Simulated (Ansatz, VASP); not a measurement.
# AlN: VASP beside Ansatz

Contents of INCAR:

```
SYSTEM = AlN
ALGO = Normal
EDIFF = 1E-6
ENCUT = 600
GGA = CA
GGA_COMPAT = .FALSE.
ISIF = 2
ISMEAR = 0
LASPH = .TRUE.
LCHARG = .TRUE.
LELF = .TRUE.
LREAL = .FALSE.
LVHAR = .TRUE.
LWAVE = .FALSE.
NBANDS = 16
NELM = 120
PREC = Accurate
SIGMA = 0.05
```

File KPOINTS:

```
k-points
0
G
  9 9 6
  0 0 0
```

POSCAR

```
AlN
1.0
    3.3452368992      0.0000000000      0.0000000000
   -1.6726184496      2.8683763727      0.0000000000
    0.0000000000      0.0000000000      4.1875630000
Al N
2 2
Direct
    0.3333333333      0.6666666667      0.7500000000
    0.6666666667      0.3333333333      0.2500000000
    0.3333333333      0.6666666667      0.2500000000
    0.6666666667      0.3333333333      0.7500000000
```

Input for Ansatz:

```yaml
crystal:
  lattice:
    - [3.3452368992, 0.0, 0.0]
    - [-1.6726184496, 2.8683763727, 0.0]
    - [0.0, 0.0, 4.187563]
  atoms:
    - { symbol: Al, position: [0.3333333333, 0.6666666667, 0.75] }
    - { symbol: Al, position: [0.6666666667, 0.3333333333, 0.25] }
    - { symbol: "N", position: [0.3333333333, 0.6666666667, 0.25] }
    - { symbol: "N", position: [0.6666666667, 0.3333333333, 0.75] }
basis:
  ecutwfc: 420
kpoints:
  mp_grid: { grid: [9, 9, 6] }
hamiltonian:
  xc: lda
scf:
  occupations: { method: gaussian, width: 0.05 }
output:
  forces: true
  stress: true
  eigenvalues: true
```

Change from the starting cell: strain +0.0100 x Voigt [1, 0, 0, 0, 0, 0], atoms carried along.

Alike in both runs: task single point; functional LDA; k mesh 9 × 9 × 6; occupations gaussian, width 0.05 eV; no spin polarisation.

|  | VASP | Ansatz |
| --- | --- | --- |
| version | VASP 6.6.1 | Ansatz 0.2.0 |
| potentials or method | VASP PAW LDA potentials, release 64 (Al, N), cutoff 600 eV | scalar-relativistic, plane waves, PAW |
| valence electrons in the cell | 16 | 16 |

Ansatz gave:

```
gap on the k mesh at the Fermi level (eV)                     : 3.21
least direct gap on the mesh (eV)                             : 3.21
pressure (GPa)                                                : -10.7
traceless stress, the component that is largest in VASP (GPa) : -1.87
rms of the force components (eV/Å)                            : 0.061
```

Task: Which values does VASP return?

Result: gap on the k mesh at the Fermi level (eV): 3.22; least direct gap on the mesh (eV): 3.22; pressure (GPa): -10.3; traceless stress, the component that is largest in VASP (GPa): -1.81; rms of the force components (eV/Å): 0.063.

LDA's correlation is that of Perdew and Zunger in VASP and of Perdew and Wang (1992) in Ansatz. Atom by atom the forces differ by 0.002 eV/Å (rms over components).
